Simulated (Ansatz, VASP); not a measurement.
## Two plane-wave programs on MnBr3

```xyz
4
Lattice="4.9248 0.0000 0.0000 0.0000 4.9248 0.0000 0.0000 0.0000 4.9248" Properties=species:S:1:pos:R:3 pbc="T T T"
Mn    0.0000    0.0000    0.0000
Br    2.4624    0.0000    0.0000
Br    0.0000    0.0000    2.4624
Br    0.0000    2.4624    0.0000
```

Alike in both runs: task single point; functional PBEsol; k mesh 6 × 6 × 6; occupations gaussian, width 0.05 eV; collinear spin.

```csv
,VASP,Ansatz
version,VASP 6.6.1,Ansatz 0.2.0
potentials or method,"VASP PAW PBE potentials, release 64 (Mn_pv, Br), cutoff 520 eV","scalar-relativistic, plane waves, PAW"
valence electrons in the cell,34,36
```

Ansatz gave:

```
gap on the k mesh at the Fermi level (eV)                     : none
pressure (GPa)                                                : 1.7
net moment per atom (μB)                                      : 1.04
size of the moment on the site where the two differ most (μB) : 3.59
```

Which values does VASP return?

gap on the k mesh at the Fermi level (eV): none; pressure (GPa): 1.7; net moment per atom (μB): 1.04; size of the moment on the site where the two differ most (μB): 3.69.

VASP's potentials were made for PBE, not for PBEsol. Site moments also hang on the region over which each program counts them. A gap of «none» marks a metal or a gap that the smearing closes. VASP's potentials hold 34 valence electrons a cell and Ansatz's 36, so a difference there can come from the potentials and not from the codes.
